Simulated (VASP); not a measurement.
**CdPt: relaxation of cell and atoms with LDA**

Crystal: CdPt.

```
CELL_PARAMETERS angstrom
3.00037 0.00000 0.00000
0.00000 3.00037 0.00000
0.00000 0.00000 3.88881
ATOMIC_POSITIONS crystal
Cd 0.00000 0.00000 0.00000
Pt 0.50000 0.50000 0.50000
```

| Property | Result |
| --- | --- |
| Program | VASP 6.6.1 |
| Task | relaxation of cell and atoms |
| Functional | LDA |
| Potentials or basis | VASP PAW LDA potentials, release 64 (Cd_sv_GW, Pt_sv_GW) |
| Cutoff | 540 eV |
| k mesh | 14 × 14 × 12 |
| Occupations | gaussian, width 0.1 eV |
| Spin | no spin polarisation |
| Dipole correction | no |
| Further INCAR settings | ALGO = Normal; EDIFF = 1e-07; IBRION = 2; EDIFFG = -0.005; NSW = 70; ISIF = 3 |

```yaml
Relaxed_volume: 16.09 Å³/atom
Relaxed_cell: a = 2.918 Å, b = 2.918 Å, c = 3.781 Å, α = 90.00°, β = 90.00°, γ = 90.00°
Space_group_after_relaxing_to_0.1_Å: P4/mmm (No. 123)
Energy_gained_by_relaxing: 65.9 meV/atom
Ionic_steps: 7
Pressure_after_relaxing: 0.0 GPa
Band_gap_on_the_k_mesh: zero (bands 19 and 20 overlap by 5.71 eV)
```

The path:
| step | energy change (eV) | largest force (eV/Å) | pressure (GPa) | volume (Å³) |
| --- | --- | --- | --- | --- |
| 1 | 0.0000 | 0.0000 | -13.71 | 35.01 |
| 2 | 0.3326 | 0.0000 | 40.50 | 27.95 |
| 3 | -0.1315 | 0.0000 | -0.70 | 32.29 |
| 4 | -0.1317 | 0.0000 | -0.14 | 32.20 |
| 5 | -0.1317 | 0.0000 | 0.21 | 32.15 |
| 6 | -0.1317 | 0.0000 | -0.33 | 32.23 |
| 7 | -0.1317 | 0.0000 | -0.01 | 32.18 |

Final structure:
```cif
data_structure
_symmetry_space_group_name_H-M 'P 1'
_symmetry_Int_Tables_number 1
_cell_length_a 2.9176
_cell_length_b 2.9176
_cell_length_c 3.7809
_cell_angle_alpha 90.000
_cell_angle_beta 90.000
_cell_angle_gamma 90.000
_cell_volume 32.18
loop_
_atom_site_label
_atom_site_type_symbol
_atom_site_fract_x
_atom_site_fract_y
_atom_site_fract_z
_atom_site_occupancy
Cd1 Cd 0.00000 0.00000 0.00000 1
Pt1 Pt 0.50000 0.50000 0.50000 1
```

Levels at points of the mesh, in eV from the Fermi level:
```tsv
k point	band 17	band 18	band 19	band 20	band 21	band 22
(0.00, 0.00, 0.00)	-1.36	-1.36	-0.83	1.69	7.90	8.77
(0.50, 0.00, 0.00)	-3.32	-2.37	-1.65	1.08	9.14	9.41
(0.50, 0.50, 0.00)	-1.96	0.02	0.02	0.16	5.20	6.35
(0.00, 0.00, 0.50)	-2.36	-2.19	-2.19	-0.93	14.01	14.02
(0.50, 0.00, 0.50)	-1.80	-1.35	-1.26	-1.09	2.98	4.16
(0.50, 0.50, 0.50)	-1.61	0.17	4.10	5.48	5.48	5.76
```

Wall time 11 min on 1 thread of Intel(R) Xeon(R) Platinum 8488C (Sapphire Rapids), with other jobs on the host, peak memory 0.39 GiB.

Caveat: spin-orbit coupling is left out, which moves the levels of the heavy elements.
